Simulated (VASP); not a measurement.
# TaB3Mo2 (P-3m1) in VASP: relaxation of cell and atoms with PBE

Aim: the relaxation of cell and atoms of TaB3Mo2 with PBE.

All numbers are computed with VASP 6.6.1; they aren't measurements. Logs are shortened: lines on timing, memory, paths and dates and some standing lists are left out, and cuts for length are marked.

## (1) The cell of the first run

The structure is trigonal, space group P-3m1 (No. 164). Conventional cell: a = 3.183 Å, b = 3.183 Å, c = 7.810 Å, α = 90.00°, β = 90.00°, γ = 120.00°. Within 3.0 Å of Ta (site symmetry -3m) lie 6 B at 2.28 Å. Within 3.0 Å of B (site symmetry 3m) lie 3 Mo at 2.24 Å and 3 Ta at 2.28 Å. Within 3.0 Å of B (site symmetry -3m) lie 6 Mo at 2.24 Å. Mo (site symmetry 3m) has 6 B at 2.24 Å within 3.0 Å.

The cell was generated, and may not be a known phase.

## (2) Relaxation of cell and atoms, PBE

Contents of INCAR:

```
PREC = Accurate ; ENCUT = 600
EDIFF = 1E-7 ; ISMEAR = 0
SIGMA = 0.1 ; LREAL = F
LASPH = T ; NELM = 60
ALGO = Normal ; ISIF = 3
LWAVE = F ; LCHARG = F
GGA = PE ; IBRION = 2
NSW = 100 ; EDIFFG = -0.01
```

Contents of KPOINTS:

```
regular mesh
0
Gamma
  12 12 6
```

Contents of POSCAR:

```
TaB3Mo2
1.0
    3.1827834995      0.0000000000      0.0000000000
   -1.5913917498      2.7563713653      0.0000000000
    0.0000000000      0.0000000000      7.8095085077
Ta B Mo
1 3 2
Direct
    0.0000000000      0.0000000000      0.0000000000
    0.6666666667      0.3333333333      0.1725694063
    0.3333333333      0.6666666667      0.8274305937
    0.0000000000      0.0000000000      0.5000000000
    0.6666666667      0.3333333333      0.6643814481
    0.3333333333      0.6666666667      0.3356185519
```

Potentials or basis: VASP PAW PBE potentials, release 64 (Ta_pv, B, Mo_sv).

Launch:

```
$ cat potpaw_PBE.64/Ta_pv/POTCAR potpaw_PBE.64/B/POTCAR potpaw_PBE.64/Mo_sv/POTCAR > POTCAR
$ mpirun -np 1 vasp_std > vasp.out
```

OUTCAR:

```text
PREC = Accurate
   ENCUT = 600
   EDIFF = 1E-7
   ISMEAR = 0
   LREAL = F
   LASPH = T
   NELM = 60
   ISIF = 3
   GGA = PE
   IBRION = 2
   NSW = 100
   EDIFFG = -0.01

 ion  position               nearest neighbor table
   1  0.000  0.000  0.000-   2 2.28   3 2.28   2 2.28   3 2.28   2 2.28   3 2.28   5 3.20   6 3.20
                             5 3.20   6 3.20   6 3.20   5 3.20
   2  0.667  0.333  0.173-   6 2.24   6 2.24   6 2.24   1 2.28   1 2.28   1 2.28
   3  0.333  0.667  0.827-   5 2.24   5 2.24   5 2.24   1 2.28   1 2.28   1 2.28
   4  0.000  0.000  0.500-   5 2.24   6 2.24   5 2.24   6 2.24   5 2.24   6 2.24
   5  0.667  0.333  0.664-   3 2.24   3 2.24   3 2.24   4 2.24   4 2.24   4 2.24   6 3.16   6 3.16
                             6 3.16   1 3.20   1 3.20   1 3.20
   6  0.333  0.667  0.336-   2 2.24   2 2.24   2 2.24   4 2.24   4 2.24   4 2.24   5 3.16   5 3.16
                             5 3.16   1 3.20   1 3.20   1 3.20

  LATTYP: Found a hexagonal cell.
 ALAT       =     3.1827834995
 C/A-ratio  =     2.4536725507

  Lattice vectors:

 A1 = (   3.1827834995,   0.0000000000,   0.0000000000)
 A2 = (  -1.5913917498,   2.7563713653,   0.0000000000)
 A3 = (   0.0000000000,   0.0000000000,   7.8095085077)

Analysis of symmetry for initial positions (statically):
=====================================================================
 Subroutine PRICEL returns:
 Original cell was already a primitive cell.

 Routine SETGRP: Setting up the symmetry group for a
 hexagonal supercell.

 Subroutine GETGRP returns: Found 12 space group operations
 (whereof 12 operations were pure point group operations)
 out of a pool of 24 trial point group operations.

The static configuration has the point symmetry D_3d.

Analysis of symmetry for dynamics (positions and initial velocities):
=====================================================================
 Subroutine PRICEL returns:
 Original cell was already a primitive cell.

 Routine SETGRP: Setting up the symmetry group for a
 hexagonal supercell.

 Subroutine GETGRP returns: Found 12 space group operations
 (whereof 12 operations were pure point group operations)
 out of a pool of 24 trial point group operations.

The dynamic configuration has the point symmetry D_3d.

 Subroutine INISYM returns: Found 12 space group operations
 (whereof 12 operations are pure point group operations),
 and found     1 'primitive' translations

----------------------------------------------------------------------------------------

                                     Primitive cell

  volume of cell :      68.5123

  direct lattice vectors                    reciprocal lattice vectors
     3.182783500  0.000000000  0.000000000     0.314190393  0.181397908  0.000000000
    -1.591391750  2.756371365  0.000000000     0.000000000  0.362795816  0.000000000
     0.000000000  0.000000000  7.809508508     0.000000000  0.000000000  0.128049031

  length of vectors
     3.182783500  3.182783500  7.809508508     0.362795816  0.362795816  0.128049031

  position of ions in fractional coordinates (direct lattice)
     0.000000000  0.000000000  0.000000000
     0.666666667  0.333333333  0.172569406
     0.333333333  0.666666667  0.827430594
     0.000000000  0.000000000  0.500000000
     0.666666667  0.333333333  0.664381448
     0.333333333  0.666666667  0.335618552

  ion indices of the primitive-cell ions
   primitive index   ion index
                 1           1
                 2           2
                 3           3
                 4           4
                 5           5
                 6           6

----------------------------------------------------------------------------------------

 KPOINTS: regular mesh

Automatic generation of k-mesh.
 Grid dimensions read from file:
 generate k-points for:   12   12    6

 Generating k-lattice:

  Cartesian coordinates                     Fractional coordinates (reciprocal lattice)
     0.026182533  0.015116492  0.000000000     0.083333333  0.000000000  0.000000000
     0.000000000  0.030232985  0.000000000     0.000000000  0.083333333  0.000000000
     0.000000000  0.000000000  0.021341505     0.000000000  0.000000000  0.166666667

  Length of vectors
     0.030232985  0.030232985  0.021341505

  Shift w.r.t. Gamma in fractional coordinates (k-lattice)
     0.000000000  0.000000000  0.000000000

 Subroutine IBZKPT returns following result:
 ===========================================

 Found    100 irreducible k-points:

 Following reciprocal coordinates:
            Coordinates               Weight
  0.000000  0.000000  0.000000      1.000000
  0.083333  0.000000  0.000000      6.000000
  0.166667  0.000000  0.000000      6.000000
  0.250000 -0.000000  0.000000      6.000000
  0.333333 -0.000000  0.000000      6.000000
  0.416667  0.000000  0.000000      6.000000
[... 16 lines left out ...]
  0.166667  0.000000  0.166667      6.000000
  0.000000  0.166667  0.166667      6.000000
 [... further k-points ...]
   k-points           NKPTS =    100   k-points in BZ     NKDIM =    100   number of bands    NBANDS=     28
   number of dos      NEDOS =    301   number of ions     NIONS =      6
   total plane-waves  NPLWV =  50176
   dimension x,y,z NGX =    28 NGY =   28 NGZ =   64
   dimension x,y,z NGXF=    56 NGYF=   56 NGZF=  128
   ions per type =               1   3   2
   NGX,Y,Z   is equivalent  to a cutoff of  14.63, 14.63, 13.62 a.u.
   NGXF,Y,Z  is equivalent  to a cutoff of  29.25, 29.25, 27.25 a.u.
 SYSTEM =  unknown system
   PREC   = accura    normal or accurate (medium, high low for compatibility)
   ISTART =      0    job   : 0-new  1-cont  2-samecut
   ICHARG =      2    charge: 1-file 2-atom 10-const
   ISPIN  =      1    spin polarized calculation?
   LNONCOLLINEAR =      F non collinear calculations
   LSORBIT =      F    spin-orbit coupling
   LASPH  =      T    aspherical Exc in radial PAW
   ENCUT  =  600.0 eV  44.10 Ry    6.64 a.u.   6.36  6.36 15.60*2*pi/ulx,y,z
   NELM   =     60;   NELMIN=  2; NELMDL= -5     # of ELM steps
   EDIFF  = 0.1E-06   stopping-criterion for ELM
   LREAL  =      F    real-space projection
   EDIFFG = -.1E-01   stopping-criterion for IOM
   NSW    =    100    number of steps for IOM
   IBRION =      2    ionic relax: 0-MD 1-quasi-New 2-CG
   NFREE  =      1    steps in history (QN), initial steepest desc. (CG)
   ISIF   =      3    stress and relaxation
   ISYM   =      2    0-nonsym 1-usesym 2-fastsym
   POTIM  = 0.5000    time-step for ionic-motion
   TEBEG  =    0.0;   TEEND  =   0.0 temperature during run
   PSTRESS=    0.0 pullay stress
   NELECT =      48.0000    total number of electrons
   NUPDOWN=      -1.0000    fix difference up-down
   EMIN   =  10.00;   EMAX   =-10.00  energy-range for DOS
   EFERMI =   0.00;   METHOD = LEGACY
   ISMEAR =     0;   SIGMA  =   0.10  broadening in eV -4-tet -1-fermi 0-gaus
   EFERMI_NEDOS =   21; number of points for ismear=-14 and -15
   IALGO  =     38    algorithm
   IMIX   =      4    mixing-type and parameters
     AMIX     =   0.40;   BMIX     =  1.00
     AMIX_MAG =   1.60;   BMIX_MAG =  1.00
  volume/ion in A,a.u.               =      11.42        77.06
  Fermi-wavevector in a.u.,A,eV,Ry     =   1.454004  2.747670 28.764470  2.114129
  Thomas-Fermi vector in A             =   2.571205
   LORBIT       =      0    0 simple, 1 ext, 2 COOP (PROOUT), +10 PAW based schemes
   GGA     = PE    functional components
   LHFCALC =     F    Hartree Fock is set to
   AEXX    =    0.0000 exact exchange contribution
   IVDW    =     0    specifies the selected vdW correction
   LEPSILON=     F    determine dielectric tensor
   LRPA    =     F    only Hartree local field effects (RPA)
 conjugate gradient relaxation of ions
 non-spin polarized calculation
 Gauss-broadening in eV      SIGMA  =   0.10
  energy-cutoff  :      600.00
  volume of cell :       68.51
 maximum number of plane-waves:      2324
 NGX is ok and might be reduce to    28
   NGX = 13   NGY = 13   NGZ = 31

--------------------------------------- Ionic step        1  -------------------------------------------

 number of electron      47.9999998 magnetization

 Free energy of the ion-electron system (eV)
  ---------------------------------------------------
  ext. energy  EPLUGINS =         0.00000000
  ---------------------------------------------------
  free energy    TOTEN  =       -56.09203618 eV

  energy without entropy =      -56.07938293  energy(sigma->0) =      -56.08570955

------------------------ aborting loop because EDIFF is reached ----------------------------------------

  FORCE on cell =-STRESS in cart. coord.  units (eV):
  Direction    XX          YY          ZZ          XY          YZ          ZX
  --------------------------------------------------------------------------------------
  -------------------------------------------------------------------------------------
  Total        0.0836369      0.0836369      0.2698054     -0.0000000      0.0000000     -0.0000000
  in kB        1.9558702      1.9558702      6.3094680     -0.0000000      0.0000000     -0.0000000
  external PRESSURE =       3.4070695 kB  Pullay stress =       0.0000000 kB
[... 185 lines left out ...]
  energy  without entropy=      -56.0800860833  energy(sigma->0) =      -56.08641985

--------------------------------------- Ionic step        6  -------------------------------------------

 number of electron      47.9999998 magnetization

 Free energy of the ion-electron system (eV)
  ---------------------------------------------------
  ext. energy  EPLUGINS =         0.00000000
  ---------------------------------------------------
  free energy    TOTEN  =       -56.09276273 eV

  energy without entropy =      -56.08009254  energy(sigma->0) =      -56.08642763

 E-fermi :   9.6805     XC(G=0): -12.9116

 val. band max:        9.6789751112   @ k =   0.3333  -0.0000   0.0000
 cond. band min:       9.6838514733   @ k =   0.4167   0.0000   0.1667
 fundamental gap:      0.0048763622
 Fermi energy:         9.6805354799

 k-point     1 :       0.0000    0.0000    0.0000
  band No.  band energies     occupation
      1     -51.8358      2.00000
      2     -51.8049      2.00000
      3     -26.1000      2.00000
      4     -25.8762      2.00000
      5     -25.7737      2.00000
      6     -25.7737      2.00000
[... 733 lines left out ...]
     27      10.2178      0.00000
     28      11.4502      0.00000

 [... further k-points ...]

------------------------ aborting loop because EDIFF is reached ----------------------------------------

  FORCE on cell =-STRESS in cart. coord.  units (eV):
  Direction    XX          YY          ZZ          XY          YZ          ZX
  --------------------------------------------------------------------------------------
  -------------------------------------------------------------------------------------
  Total        0.0040185      0.0040185     -0.0061895     -0.0000000      0.0000000     -0.0000000
  in kB        0.0938565      0.0938565     -0.1445632     -0.0000000      0.0000000     -0.0000000
  external PRESSURE =       0.0143832 kB  Pullay stress =       0.0000000 kB
[... 21 lines left out ...]
  FREE ENERGIE OF THE ION-ELECTRON SYSTEM (eV)
  ---------------------------------------------------
  free  energy   TOTEN  =       -56.0927627259 eV

  energy  without entropy=      -56.0800925352  energy(sigma->0) =      -56.08642763

 reached required accuracy - stopping structural energy minimisation
```

Run time: 9.8 min. Hardware: 1 thread of Intel Xeon Platinum 8559C (Emerald Rapids), shared host; peak memory 0.4 GiB.

What came out:

```yaml
Free_energy: -56.0928 eV
Relaxed_volume: 11.43 Å³/atom
Relaxed_cell: a = 3.182 Å, b = 3.182 Å, c = 7.822 Å, α = 90.00°, β = 90.00°, γ = 120.00°
Space_group_after_relaxing_to_0.1_Å: P-3m1 (No. 164)
Energy_gained_by_relaxing: 0.1 meV/atom
Ionic_steps: 6
Pressure_after_relaxing: 0.0 GPa
Largest_force_after_relaxing: 0.003 eV/Å
Band_gap_on_the_k_mesh: zero (bands 24 and 25 overlap by 1.99 eV)
```

Forces on the atoms (eV/Å):
```
Ta   0.000  0.000  0.000
B    0.000  0.000  0.000
B    0.000  0.000  0.000
B    0.000  0.000  0.000
Mo   0.000  0.000 -0.003
Mo   0.000  0.000  0.003
```

Step by step:
| step | energy change (eV) | largest force (eV/Å) | pressure (GPa) | volume (Å³) |
| --- | --- | --- | --- | --- |
| 1 | 0.0000 | 0.0935 | 0.34 | 68.51 |
| 2 | -0.0004 | 0.0156 | -0.61 | 68.75 |
| 3 | -0.0005 | 0.0411 | -0.30 | 68.67 |
| 4 | -0.0007 | 0.0152 | 0.13 | 68.56 |
| 5 | -0.0007 | 0.0122 | 0.01 | 68.59 |
| 6 | -0.0007 | 0.0031 | 0.00 | 68.60 |

Final structure:
```cif
data_structure
_symmetry_space_group_name_H-M 'P 1'
_symmetry_Int_Tables_number 1
_cell_length_a 3.1823
_cell_length_b 3.1823
_cell_length_c 7.8218
_cell_angle_alpha 90.000
_cell_angle_beta 90.000
_cell_angle_gamma 120.000
_cell_volume 68.60
loop_
_atom_site_label
_atom_site_type_symbol
_atom_site_fract_x
_atom_site_fract_y
_atom_site_fract_z
_atom_site_occupancy
Ta1 Ta 0.00000 0.00000 0.00000 1
B1 B 0.66667 0.33333 0.17330 1
B2 B 0.33333 0.66667 0.82671 1
B3 B 0.00000 0.00000 0.50000 1
Mo1 Mo 0.66667 0.33333 0.66424 1
Mo2 Mo 0.33333 0.66667 0.33576 1
```

Caveat: spin-orbit coupling is left out, which moves the levels of the heavy elements.
